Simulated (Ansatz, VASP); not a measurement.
## Ca2SiN2: VASP beside Ansatz

```
Ca Si N
1.0
     4.50355    0.00000    0.00000
    -2.25178    3.90019    0.00000
     0.00000    0.00000    5.01277
Ca Si N
2 1 2
Direct
  0.33333 0.66667 0.50000
  0.66667 0.33333 0.50000
  0.00000 0.00000 0.50000
  0.00000 0.00000 0.11745
  0.00000 0.00000 0.88255
```

Alike in both runs: task relaxation of cell and atoms; functional PBE; k mesh 6 × 6 × 4; occupations gaussian, width 0.1 eV; no spin polarisation.

|  | VASP | Ansatz |
| --- | --- | --- |
| version | VASP 6.6.1 | Ansatz 0.2.0 |
| potentials or method | VASP PAW PBE potentials, release 64 (Ca_sv, Si, N), cutoff 600 eV | scalar-relativistic, plane waves, PAW |
| valence electrons in the cell | 34 | 34 |

Ansatz gave:

| Property | Result |
| --- | --- |
| gap on the k mesh at the Fermi level, each at its own relaxed structure (eV) | none |
| relaxed volume (Å³/atom) | 26.94 |
| relaxed length of the cell vector where the two differ most in proportion (Å) | 5.501 |

Task: Which values does VASP return?

Result: gap on the k mesh at the Fermi level, each at its own relaxed structure (eV): none; relaxed volume (Å³/atom): 26.54; relaxed length of the cell vector where the two differ most in proportion (Å): 5.469.

A gap of «none» marks a metal or a gap that the smearing closes.

Noted on VASP's run: the standard files for N, O and F lose accuracy on very short bonds; the volume moved by over 15 % at a fixed basis, so the end points are rough.
